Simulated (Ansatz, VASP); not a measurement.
**One calculation of Ag, two programs**

Contents of POSCAR:

```
Ag
1.0
    2.9222991408      0.0000000000      0.0000000000
   -1.4611495704      2.5307852934      0.0000000000
    0.0000000000      0.0000000000      4.7016618100
Ag
2
Direct
    0.3333333333      0.6666666667      0.2500000000
    0.6666666667      0.3333333333      0.7500000000
```

File INCAR.step1:

```
SYSTEM = Ag
ALGO = Normal
EDIFF = 1E-5
ENCUT = 550
GGA = PE
GGA_COMPAT = .FALSE.
ISMEAR = 0
LASPH = .TRUE.
LCHARG = .FALSE.
LMAXMIX = 4
LNONCOLLINEAR = .TRUE.
LREAL = .FALSE.
LSORBIT = .TRUE.
LWAVE = .TRUE.
MAGMOM = 0 0 0 0 0 0
NBANDS = 34
NELM = 200
PREC = Accurate
SIGMA = 0.1
```

The input INCAR.step2:

```
SYSTEM = Ag
ALGO = Normal
EDIFF = 1E-6
ENCUT = 550
GGA_COMPAT = .FALSE.
ISIF = 2
ISMEAR = 0
ISTART = 1
LASPH = .TRUE.
LCHARG = .FALSE.
LMAXMIX = 4
LMIXTAU = .TRUE.
LNONCOLLINEAR = .TRUE.
LORBIT = 11
LORBMOM = .TRUE.
LREAL = .FALSE.
LSORBIT = .TRUE.
LWAVE = .FALSE.
MAGMOM = 0 0 0 0 0 0
METAGGA = R2SCAN
NBANDS = 34
NELM = 200
PREC = Accurate
SIGMA = 0.1
```

KPOINTS

```
k-points
0
G
  3 3 1
  0 0 0
```

Input for Ansatz:

```yaml
crystal:
  lattice:
    - [2.9222991408, 0.0, 0.0]
    - [-1.4611495704, 2.5307852934, 0.0]
    - [0.0, 0.0, 4.70166181]
  atoms:
    - { symbol: Ag, position: [0.3333333333, 0.6666666667, 0.25] }
    - { symbol: Ag, position: [0.6666666667, 0.3333333333, 0.75] }
basis:
  ecutwfc: 500
  ecutrho_ratio: 12
kpoints:
  mp_grid: { grid: [3, 3, 1] }
hamiltonian:
  xc: r2scan
scf:
  occupations: { method: gaussian, width: 0.1 }
  max_iter: 80
  convergence: { dr2_threshold: "1e-7 eV" }
output:
  forces: true
  stress: true
  eigenvalues: true
magnetization:
  noncollinear: true
  spin_orbit: true
```

Alike in both runs: task single point; functional r2SCAN; k mesh 3 × 3 × 1; occupations gaussian, width 0.1 eV; non-collinear spin, spin-orbit coupling.

|  | VASP | Ansatz |
| --- | --- | --- |
| version | VASP 6.6.1 | Ansatz 0.2.0 |
| potentials or method | VASP PAW PBE potentials, release 64 (Ag), cutoff 550 eV | plane waves, PAW |
| valence electrons in the cell | 22 | 38 |

|  | VASP | Ansatz | Ansatz less VASP |
| --- | --- | --- | --- |
| pressure (GPa) | -1.6 | -1.8 | -0.13 |
| traceless stress, the component that is largest in VASP (GPa) | -4.42 | -4.44 | -0.019 |

VASP's potentials were made for PBE, not for r2SCAN. VASP's potentials hold 22 valence electrons a cell and Ansatz's 38, so a difference there can come from the potentials and not from the codes. Ansatz's warnings: stress scf threshold loose.

The k mesh is coarse, so the values compare programs but aren't converged.
